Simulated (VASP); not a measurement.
A run of VASP 6.6.1 is set up as follows.

The input INCAR:

```
PREC = Accurate ; ENCUT = 520
EDIFF = 1E-6 ; ISMEAR = 0
SIGMA = 0.05 ; LREAL = F
LASPH = T ; NELM = 100
ALGO = Normal ; ISIF = 2
LWAVE = F ; LCHARG = F
GGA = CA ; NBANDS = 31
```

KPOINTS

```
Automatic mesh
0
Gamma
  6 6 8
```

File POSCAR:

```
HfO2
1.0
    4.7888991402      0.0000000000      0.0000000000
    0.0000000000      4.7888991402      0.2095143374
    0.0000000000      0.1393795655      3.1858186410
Hf O
2 4
Direct
    0.0000000000      0.0000000000      0.0000000000
    0.5000000000      0.5000000000      0.5000000000
    0.1951075730      0.8048924270      0.5000000000
    0.3048924270      0.3048924270      0.0000000000
    0.6951075730      0.6951075730      0.0000000000
    0.8048924270      0.1951075730      0.5000000000
```

Potentials or basis: VASP PAW LDA potentials, release 64 (Hf_pv, O).

Run with:

```console
$ cat potpaw_LDA.64/Hf_pv/POTCAR potpaw_LDA.64/O/POTCAR > POTCAR
$ mpirun -np 1 vasp_std > vasp.out
```

Task: What does it give for the band gap on the k mesh?

Result: 3.76 eV (least direct gap 3.80 eV).

Task: Predict the pressure.

Result: -0.4 GPa.

Forces in eV/Å, atoms in the order of the input:
```
Hf   0.000  0.000  0.000
Hf   0.000  0.000  0.000
O    0.098 -0.091  0.785
O   -0.098 -0.091  0.785
O    0.098  0.091 -0.785
O   -0.098  0.091 -0.785
```

Caveat: the cell differs from its parent crystal (strain +0.0875 x Voigt [0, 0, 0, 1, 0, 0]); spin-orbit coupling is left out, which moves the levels of the heavy elements. A k mesh can miss the band edges.
